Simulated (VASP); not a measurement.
**SrCl2: density of states with BLYP**

Crystal: SrCl2.

```
Sr Cl
1.0
     0.00000    3.48835    3.48835
     3.48835    0.00000    3.48835
     3.48835    3.48835    0.00000
Sr Cl
1 2
Direct
  0.00000 0.00000 0.00000
  0.75000 0.75000 0.75000
  0.25000 0.25000 0.25000
```

| Quantity | Value |
| --- | --- |
| Program | VASP 6.6.1 |
| Task | density of states |
| Functional | BLYP |
| Potentials or basis | VASP PAW PBE potentials, release 64 (Sr_sv, Cl) |
| Cutoff | 520 eV |
| k mesh | 4 × 4 × 4 |
| Occupations | fermi-dirac, width 0.05 eV |
| Spin | no spin polarisation |
| Dipole correction | no |
| k mesh for the DOS | 6 × 6 × 6 |
| Occupations for the DOS | tetrahedron |
| Further INCAR settings | ALGO = Normal; EDIFF = 1e-06; NBANDS = 19 |

The valence electrons inside the program's atomic spheres are Sr 7.93; Cl 5.20.

Levels at points of the mesh, in eV from the valence-band top:
```csv
k point,band 10,band 11,band 12,band 13,band 14,band 15
"(0.00, 0.00, 0.00)",-0.33,-0.33,-0.33,5.38,6.09,6.09
"(0.50, 0.00, 0.00)",-1.30,-1.03,-1.03,6.68,6.68,7.48
"(0.50, 0.50, 0.00)",-0.40,-0.40,0.00,5.51,7.04,7.54
```

It took 35 s on 1 thread of Intel(R) Xeon(R) Platinum 8488C (Sapphire Rapids), on a shared host, peak memory 0.22 GiB.
